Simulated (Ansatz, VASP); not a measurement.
# Two plane-wave programs on PbSe

```
Pb Se
1.0
     3.10028   -3.09938    0.00154
     3.10028    3.09938    0.00154
     0.00341    0.00000    6.23799
Pb Se
2 2
Direct
  0.62281 0.62281 0.49100
  0.12284 0.12284 0.99115
  0.12718 0.12718 0.50896
  0.62717 0.62717 0.00889
```

Alike in both runs: functional PBE; k mesh 4 × 4 × 4; occupations gaussian, width 0.1 eV; no spin polarisation.

Ansatz relaxed the structure, and its values are those at the end. VASP's run is a single point on that final structure, the one shown.

|  | VASP | Ansatz |
| --- | --- | --- |
| version | VASP 6.6.1 | Ansatz 0.2.0 |
| potentials or method | VASP PAW PBE potentials, release 64 (Pb_d, Se), cutoff 520 eV | scalar-relativistic, plane waves, PAW |
| valence electrons in the cell | 40 | 60 |

VASP gave:

| Quantity | Value |
| --- | --- |
| gap on the k mesh at the Fermi level (eV) | 0.51 |
| least direct gap on the mesh (eV) | 0.51 |
| pressure (GPa) | 0.3 |

Task: What did Ansatz give for the same quantities?

Result: gap on the k mesh at the Fermi level (eV): 0.50; least direct gap on the mesh (eV): 0.50; pressure (GPa): 0.3.

VASP's potentials hold 40 valence electrons a cell and Ansatz's 60, so a difference there can come from the potentials and not from the codes.

Neither program's run includes spin-orbit coupling.
